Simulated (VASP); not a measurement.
Write the native input for VASP 6.6.1 that does the following.

```yaml
Task: single point
Functional: PBEsol
Potentials_or_basis: VASP PAW PBE potentials, release 64 (H)
Cutoff: 520 eV
k_mesh: 6 × 6 × 6
Occupations: gaussian, width 0.05 eV
Spin: no spin polarisation
Dipole_correction: no
Further_INCAR_settings: ALGO = Normal; EDIFF = 1e-06; NBANDS = 10
```

The structure of H lies in POSCAR:

```
H
1.0
    2.5447769385     -2.4898976723      0.0000000000
    2.5447769385      2.4898976723      0.0000000000
    0.0000000000      0.0000000000      4.1418180000
H
4
Direct
    0.9532956300      0.0467043700      0.0685088900
    0.4532956300      0.5467043700      0.4314911100
    0.5467043700      0.4532956300      0.5685088900
    0.0467043700      0.9532956300      0.9314911100
```

This cell differs from its parent crystal: strain -0.030 along x and y, +0.000 along z.

These files were run (other wordings do the same):

INCAR

```
ALGO     = Normal         # electronic algorithm
EDIFF    = 1E-6           # SCF threshold, eV
ENCUT    = 520            # plane-wave cutoff, eV
GGA      = PS             # functional
ISIF     = 2              # what is computed and relaxed
ISMEAR   = 0              # smearing method
LASPH    = T              # aspherical terms in the spheres
LCHARG   = F              # write CHGCAR
LREAL    = F              # projectors in reciprocal space
LWAVE    = F              # write WAVECAR
NBANDS   = 10             # bands
NELM     = 60             # most SCF steps
PREC     = Accurate       # precision mode
SIGMA    = 0.05           # smearing width, eV
```

KPOINTS

```
k-points
0
Gamma
  6 6 6
```

Potentials or basis: VASP PAW PBE potentials, release 64 (H).

Run with:

```sh
$ cat potpaw_PBE.64/H/POTCAR > POTCAR
$ mpirun -np 1 vasp_std > vasp.out
```

It gave:

```yaml
Pressure: 1.2 GPa
Largest_force: 0.924 eV/Å
Band_gap_on_the_k_mesh: 9.14 eV, indirect (least direct gap 9.81 eV)
```

Caveat: the cell differs from its parent crystal (strain -0.030 along x and y, +0.000 along z); the PAW data sets were made with another functional, which shifts forces and pressure a little.

It took 8.6 s on 1 thread of Intel(R) Xeon(R) 6975P-C (Granite Rapids), on a shared host, peak memory 0.16 GiB.
